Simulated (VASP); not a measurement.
A run of VASP 6.6.1 is set up as follows.

File POSCAR:

```
Pd
1.0
    2.7691057696      0.0000000000      0.0000000000
   -1.3845528848      2.3981159423      0.0000000000
    0.0000000000      0.0000000000      4.7334889584
Pd
2
Direct
    0.3333333333      0.6666666667      0.2500000000
    0.6666666667      0.3333333333      0.7500000000
```

INCAR.step1

```
PREC     = Accurate       # precision mode
ENCUT    = 470            # plane-wave cutoff, eV
EDIFF    = 1E-5           # SCF threshold, eV
ISMEAR   = -1             # smearing method
SIGMA    = 0.05           # smearing width, eV
LREAL    = False          # projectors in reciprocal space
LASPH    = True           # aspherical terms in the spheres
NELM     = 120            # most SCF steps
ALGO     = Normal         # electronic algorithm
ISIF     = 2              # what is computed and relaxed
LWAVE    = True           # write WAVECAR
LCHARG   = False          # write CHGCAR
GGA      = PE             # functional
NBANDS   = 25             # bands
GGA_COMPAT= False
```

INCAR.step2

```
PREC     = Accurate       # precision mode
ENCUT    = 470            # plane-wave cutoff, eV
EDIFF    = 1E-6           # SCF threshold, eV
ISMEAR   = -1             # smearing method
SIGMA    = 0.05           # smearing width, eV
LREAL    = False          # projectors in reciprocal space
LASPH    = True           # aspherical terms in the spheres
NELM     = 120            # most SCF steps
ALGO     = Normal         # electronic algorithm
ISIF     = 2              # what is computed and relaxed
LWAVE    = False          # write WAVECAR
LCHARG   = False          # write CHGCAR
GGA      = B3             # functional
LHFCALC  = True           # exact exchange
AEXX     = 0.2            # exact-exchange fraction
AGGAX    = 0.72         
AGGAC    = 0.81         
ALDAC    = 0.19         
PRECFOCK = Normal       
ISTART   = 1            
NBANDS   = 25             # bands
GGA_COMPAT= False
```

Contents of KPOINTS:

```
regular mesh
0
Gamma
  6 6 3
```

Potentials or basis: VASP PAW PBE potentials, release 64 (Pd_sv_GW).

The run is started by

```console
$ cat potpaw_PBE.64/Pd_sv_GW/POTCAR > POTCAR
$ cp INCAR.step1 INCAR
$ mpirun -np 1 vasp_std > vasp.out
$ cp INCAR.step2 INCAR
$ mpirun -np 1 vasp_std > vasp.out
```

Question: What does it give for the band gap on the k mesh?

Answer: Zero (bands 18 and 19 overlap by 1.45 eV).

Question: What does it give for the pressure?

Answer: -3.2 GPa.

Stress tensor (GPa, compression positive):
```
-3.22  0.00  0.00
 0.00 -3.22  0.00
 0.00  0.00 -3.04
```

Caveat: the k points lie up to 0.44 Å⁻¹ apart, too coarse for converged energies and pressures of a metal; the PAW data sets were made with another functional, which shifts forces and pressure a little.
